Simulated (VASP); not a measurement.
# ScF3 (P4mm) in VASP: a series of runs, part 2 of 2

VASP 6.6.1.

## Step 5: Single point, LDA

Input file INCAR:

```
  PREC = Accurate
  ENCUT = 520
  EDIFF = 1E-6
  ISMEAR = 0
  SIGMA = 0.05
  LREAL = F
  LASPH = T
  NELM = 60
  ALGO = Normal
  ISIF = 2
  LWAVE = F
  LCHARG = F
  NBANDS = 24
```

Input file KPOINTS:

```
Automatic mesh
0
Gamma
  6 6 6
```

Input file POSCAR:

```
ScF3
1.0
    4.0124500000      0.0000000000      0.0000000000
    0.0000000000      4.0124500000      0.0000000000
    0.0000000000      0.0000000000      4.0124500000
Sc F
1 3
Direct
    0.0000000000      0.0000000000      0.0000000000
    0.4688469638      0.0000000000      0.0000000000
   -0.0311530362      0.5000000000      0.0000000000
   -0.0311530362      0.0000000000      0.5000000000
```

Potentials or basis: VASP PAW LDA potentials, release 64 (Sc_sv, F).

Run with:

```
> cat potpaw_LDA.64/Sc_sv/POTCAR potpaw_LDA.64/F/POTCAR > POTCAR
> mpirun -np 1 vasp_std > vasp.out
```

OUTCAR:

```text
PREC = Accurate
   ENCUT = 520
   EDIFF = 1E-6
   ISMEAR = 0
   LREAL = F
   LASPH = T
   NELM = 60
   ISIF = 2

 ion  position               nearest neighbor table
   1  0.000  0.000  0.000-   2 1.88   3 2.01   4 2.01   4 2.01   3 2.01   2 2.13
   2  0.469  0.000  0.000-   1 1.88   1 2.13
   3  0.969  0.500  0.000-   1 2.01   1 2.01
   4  0.969  0.000  0.500-   1 2.01   1 2.01

  LATTYP: Found a simple cubic cell.
 ALAT       =     4.0124500000

  Lattice vectors:

 A1 = (   4.0124500000,   0.0000000000,   0.0000000000)
 A2 = (   0.0000000000,   4.0124500000,   0.0000000000)
 A3 = (   0.0000000000,   0.0000000000,   4.0124500000)

Analysis of symmetry for initial positions (statically):
=====================================================================
 Subroutine PRICEL returns:
 Original cell was already a primitive cell.

 Routine SETGRP: Setting up the symmetry group for a
 simple cubic supercell.

 Subroutine GETGRP returns: Found  8 space group operations
 (whereof  8 operations were pure point group operations)
 out of a pool of 48 trial point group operations.

The static configuration has the point symmetry C_4v.

Analysis of symmetry for dynamics (positions and initial velocities):
=====================================================================
 Subroutine PRICEL returns:
 Original cell was already a primitive cell.

 Routine SETGRP: Setting up the symmetry group for a
 simple cubic supercell.

 Subroutine GETGRP returns: Found  8 space group operations
 (whereof  8 operations were pure point group operations)
 out of a pool of 48 trial point group operations.

The dynamic configuration has the point symmetry C_4v.

 Subroutine INISYM returns: Found  8 space group operations
 (whereof  8 operations are pure point group operations),
 and found     1 'primitive' translations

----------------------------------------------------------------------------------------

                                     Primitive cell

  volume of cell :      64.5995

  direct lattice vectors                    reciprocal lattice vectors
     4.012450000  0.000000000  0.000000000     0.249224289  0.000000000  0.000000000
     0.000000000  4.012450000  0.000000000     0.000000000  0.249224289  0.000000000
     0.000000000  0.000000000  4.012450000     0.000000000  0.000000000  0.249224289

  length of vectors
     4.012450000  4.012450000  4.012450000     0.249224289  0.249224289  0.249224289

  position of ions in fractional coordinates (direct lattice)
     0.000000000  0.000000000  0.000000000
     0.468846964  0.000000000  0.000000000
     0.968846964  0.500000000  0.000000000
     0.968846964  0.000000000  0.500000000

  ion indices of the primitive-cell ions
   primitive index   ion index
                 1           1
                 2           2
                 3           3
                 4           4

----------------------------------------------------------------------------------------

 KPOINTS: Automatic mesh

Automatic generation of k-mesh.
 Grid dimensions read from file:
 generate k-points for:    6    6    6

 Generating k-lattice:

  Cartesian coordinates                     Fractional coordinates (reciprocal lattice)
     0.041537382  0.000000000  0.000000000     0.166666667  0.000000000  0.000000000
     0.000000000  0.041537382  0.000000000     0.000000000  0.166666667  0.000000000
     0.000000000  0.000000000  0.041537382     0.000000000  0.000000000  0.166666667

  Length of vectors
     0.041537382  0.041537382  0.041537382

  Shift w.r.t. Gamma in fractional coordinates (k-lattice)
     0.000000000  0.000000000  0.000000000

 Subroutine IBZKPT returns following result:
 ===========================================

 Found     40 irreducible k-points:

 Following reciprocal coordinates:
            Coordinates               Weight
  0.000000  0.000000  0.000000      1.000000
  0.166667  0.000000  0.000000      2.000000
  0.000000  0.166667  0.000000      4.000000
  0.333333  0.000000  0.000000      2.000000
  0.000000  0.333333  0.000000      4.000000
  0.500000  0.000000  0.000000      1.000000
[... 16 lines left out ...]
  0.166667  0.166667  0.166667      8.000000
  0.333333  0.166667  0.166667      8.000000
 [... further k-points ...]
   k-points           NKPTS =     40   k-points in BZ     NKDIM =     40   number of bands    NBANDS=     24
   number of dos      NEDOS =    301   number of ions     NIONS =      4
   total plane-waves  NPLWV =  27000
   dimension x,y,z NGX =    30 NGY =   30 NGZ =   30
   dimension x,y,z NGXF=    60 NGYF=   60 NGZF=   60
   ions per type =               1   3
   NGX,Y,Z   is equivalent  to a cutoff of  12.43, 12.43, 12.43 a.u.
   NGXF,Y,Z  is equivalent  to a cutoff of  24.86, 24.86, 24.86 a.u.
 SYSTEM =  unknown system
   PREC   = accura    normal or accurate (medium, high low for compatibility)
   ISTART =      0    job   : 0-new  1-cont  2-samecut
   ICHARG =      2    charge: 1-file 2-atom 10-const
   ISPIN  =      1    spin polarized calculation?
   LNONCOLLINEAR =      F non collinear calculations
   LSORBIT =      F    spin-orbit coupling
   LASPH  =      T    aspherical Exc in radial PAW
   ENCUT  =  520.0 eV  38.22 Ry    6.18 a.u.   7.46  7.46  7.46*2*pi/ulx,y,z
   NELM   =     60;   NELMIN=  2; NELMDL= -5     # of ELM steps
   EDIFF  = 0.1E-05   stopping-criterion for ELM
   LREAL  =      F    real-space projection
   EDIFFG = 0.1E-04   stopping-criterion for IOM
   NSW    =      0    number of steps for IOM
   IBRION =     -1    ionic relax: 0-MD 1-quasi-New 2-CG
   NFREE  =      0    steps in history (QN), initial steepest desc. (CG)
   ISIF   =      2    stress and relaxation
   ISYM   =      2    0-nonsym 1-usesym 2-fastsym
   POTIM  = 0.5000    time-step for ionic-motion
   TEBEG  =    0.0;   TEEND  =   0.0 temperature during run
   PSTRESS=    0.0 pullay stress
   NELECT =      32.0000    total number of electrons
   NUPDOWN=      -1.0000    fix difference up-down
   EMIN   =  10.00;   EMAX   =-10.00  energy-range for DOS
   EFERMI =   0.00;   METHOD = LEGACY
   ISMEAR =     0;   SIGMA  =   0.05  broadening in eV -4-tet -1-fermi 0-gaus
   EFERMI_NEDOS =   21; number of points for ismear=-14 and -15
   IALGO  =     38    algorithm
   IMIX   =      4    mixing-type and parameters
     AMIX     =   0.40;   BMIX     =  1.00
     AMIX_MAG =   1.60;   BMIX_MAG =  1.00
  volume/ion in A,a.u.               =      16.15       108.98
  Fermi-wavevector in a.u.,A,eV,Ry     =   1.295334  2.447827 22.829091  1.677891
  Thomas-Fermi vector in A             =   2.426861
   LORBIT       =      0    0 simple, 1 ext, 2 COOP (PROOUT), +10 PAW based schemes
   GGA     = CA    functional components
   LHFCALC =     F    Hartree Fock is set to
   AEXX    =    0.0000 exact exchange contribution
   IVDW    =     0    specifies the selected vdW correction
   LEPSILON=     F    determine dielectric tensor
   LRPA    =     F    only Hartree local field effects (RPA)
 non-spin polarized calculation
 Gauss-broadening in eV      SIGMA  =   0.05
  energy-cutoff  :      520.00
  volume of cell :       64.60
 maximum number of plane-waves:      1755
 NGX is ok and might be reduce to    30
   NGX = 15   NGY = 15   NGZ = 15

 number of electron      31.9999964 magnetization

 Free energy of the ion-electron system (eV)
  ---------------------------------------------------
  ext. energy  EPLUGINS =         0.00000000
  ---------------------------------------------------
  free energy    TOTEN  =       -29.50027451 eV

  energy without entropy =      -29.50027451  energy(sigma->0) =      -29.50027451

 E-fermi :  -3.5163     XC(G=0):  -8.8697

 val. band max:       -3.8164766562   @ k =   0.5000   0.5000   0.5000
 cond. band min:       2.3917581410   @ k =   0.0000   0.0000   0.0000
 fundamental gap:      6.2082347972
 Fermi energy:        -3.5162891502

 k-point     1 :       0.0000    0.0000    0.0000
  band No.  band energies     occupation
      1     -49.0644      2.00000
      2     -28.2437      2.00000
      3     -28.0944      2.00000
      4     -28.0944      2.00000
      5     -23.5109      2.00000
      6     -23.2033      2.00000
[... 637 lines left out ...]
     23       9.1174      0.00000
     24      11.4272      0.00000

 [... further k-points ...]

------------------------ aborting loop because EDIFF is reached ----------------------------------------

  FORCE on cell =-STRESS in cart. coord.  units (eV):
  Direction    XX          YY          ZZ          XY          YZ          ZX
  --------------------------------------------------------------------------------------
  -------------------------------------------------------------------------------------
  Total        0.4222669     -1.0547146     -1.0547146      0.0000000      0.0000000      0.0000000
  in kB       10.4729430    -26.1587295    -26.1587295      0.0000000      0.0000000      0.0000000
  external PRESSURE =     -13.9481720 kB  Pullay stress =       0.0000000 kB

 VOLUME and BASIS-vectors are now :
 -----------------------------------------------------------------------------
  energy-cutoff  :      520.00
  volume of cell :       64.60
      direct lattice vectors                 reciprocal lattice vectors
     4.012450000  0.000000000  0.000000000     0.249224289  0.000000000  0.000000000
     0.000000000  4.012450000  0.000000000     0.000000000  0.249224289  0.000000000
     0.000000000  0.000000000  4.012450000     0.000000000  0.000000000  0.249224289

 POSITION                                       TOTAL-FORCE (eV/Angst)
 -----------------------------------------------------------------------------------
      0.00000      0.00000      0.00000        -1.367954     -0.000000      0.000000
      1.88122      0.00000      0.00000         1.267343     -0.000000     -0.000000
      3.88745      2.00623      0.00000         0.050305      0.000000      0.000000
      3.88745      0.00000      2.00623         0.050305     -0.000000      0.000000
 -----------------------------------------------------------------------------------
    total drift:                                0.000381     -0.000000      0.000001

  FREE ENERGIE OF THE ION-ELECTRON SYSTEM (eV)
  ---------------------------------------------------
  free  energy   TOTEN  =       -29.5002745090 eV

  energy  without entropy=      -29.5002745090  energy(sigma->0) =      -29.50027451
```

OSZICAR:

```text
N       E                     dE             d eps       ncg     rms          rms(c)
DAV:   1     0.400180016735E+03    0.40018E+03   -0.15141E+04  1944   0.137E+03
DAV:   2     0.776850479566E+00   -0.39940E+03   -0.37573E+03  2544   0.429E+02
DAV:   3    -0.333434294318E+02   -0.34120E+02   -0.33818E+02  2816   0.152E+02
DAV:   4    -0.339139094599E+02   -0.57048E+00   -0.57000E+00  2240   0.186E+01
DAV:   5    -0.339312878343E+02   -0.17378E-01   -0.17376E-01  2720   0.322E+00    0.168E+01
DAV:   6    -0.296617272528E+02    0.42696E+01   -0.12226E+01  2864   0.489E+01    0.762E+00
DAV:   7    -0.295624835679E+02    0.99244E-01   -0.82376E-01  2320   0.651E+00    0.440E+00
DAV:   8    -0.295089432555E+02    0.53540E-01   -0.26439E-01  2936   0.552E+00    0.841E-01
DAV:   9    -0.295076755222E+02    0.12677E-02   -0.14552E-01  2312   0.271E+00    0.908E-01
DAV:  10    -0.295002611878E+02    0.74143E-02   -0.39618E-02  2624   0.183E+00    0.127E-01
DAV:  11    -0.295003623094E+02   -0.10112E-03   -0.19100E-03  2768   0.702E-01    0.952E-02
DAV:  12    -0.295002717930E+02    0.90516E-04   -0.27896E-04  2672   0.314E-01    0.154E-02
DAV:  13    -0.295002764887E+02   -0.46957E-05   -0.20993E-05  2624   0.387E-02    0.140E-02
DAV:  14    -0.295002746282E+02    0.18605E-05   -0.15427E-05  2680   0.379E-02    0.298E-03
DAV:  15    -0.295002745090E+02    0.11920E-06   -0.48567E-07  1520   0.105E-02
   1 F= -.29500275E+02 E0= -.29500275E+02  d E =-.103280E-18
```

It took 40 s on 1 thread of Intel Xeon Platinum 8488C (Sapphire Rapids), shared host; peak memory 0.17 GiB.

Results:

| Property | Result |
| --- | --- |
| Free energy | -29.5003 eV |
| Pressure | -1.4 GPa |
| Largest force | 1.368 eV/Å |
| Band gap on the k mesh | 6.21 eV, indirect (least direct gap 6.76 eV) |

Forces on the atoms (eV/Å):
```
Sc  -1.368  0.000  0.000
F    1.267  0.000  0.000
F    0.050  0.000  0.000
F    0.050  0.000  0.000
```

Levels at points of the mesh, in eV from the valence-band top:
```tsv
k point	band 13	band 14	band 15	band 16	band 17	band 18	band 19	band 20
(0.00, 0.00, 0.00)	-0.64	-0.61	-0.55	-0.55	6.21	6.32	6.32	7.54
(0.50, 0.00, 0.00)	-1.26	-0.74	-0.54	-0.54	6.25	7.21	7.21	8.01
(0.00, 0.50, 0.00)	-1.16	-0.79	-0.74	-0.62	6.36	7.11	7.14	8.07
(0.50, 0.50, 0.00)	-1.15	-0.97	-0.96	-0.10	7.15	7.25	7.81	8.67
(0.00, 0.50, 0.50)	-1.25	-1.05	-1.05	0.00	7.17	7.17	7.78	8.62
(0.50, 0.50, 0.50)	-2.30	-0.09	-0.09	0.00	7.82	7.86	7.86	10.69
```

Caveat: the cell differs from its parent crystal (all F atoms moved +0.125 Å, as atom 2 towards its neighbour atom 1 (Sc) at 2.006 Å); forces of over 1 eV/Å act on the atoms, so gaps and moduli don't describe the material at rest. A k mesh can miss the band edges.
